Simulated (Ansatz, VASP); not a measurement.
# One calculation of Tl, two programs

```xyz
1
Lattice="0.0000 2.4663 2.5403 2.4663 0.0000 2.5403 2.4663 2.4663 0.0000" Properties=species:S:1:pos:R:3 pbc="T T T"
Tl    0.0000    0.0000    0.0000
```

Change from the starting cell: strain +0.000 along x and y, +0.030 along z, atoms carried along.

Alike in both runs: task single point; functional PBE; dispersion D3(BJ); k mesh 16 × 16 × 16; occupations gaussian, width 0.15 eV; no spin polarisation.

|  | VASP | Ansatz |
| --- | --- | --- |
| version | VASP 6.6.1 | Ansatz 0.2.0 |
| potentials or method | VASP PAW PBE potentials, release 64 (Tl_d), cutoff 520 eV | scalar-relativistic, plane waves, PAW |
| valence electrons in the cell | 13 | 13 |

```tsv
	VASP	Ansatz	Ansatz less VASP
gap on the k mesh at the Fermi level (eV)	none	none	-
pressure (GPa)	-1.6	-1.5	+0.06
traceless stress, the component that is largest in VASP (GPa)	0.17	0.17	-0.002
```

A gap of «none» marks a metal or a gap that the smearing closes.

Spin-orbit coupling is off throughout.
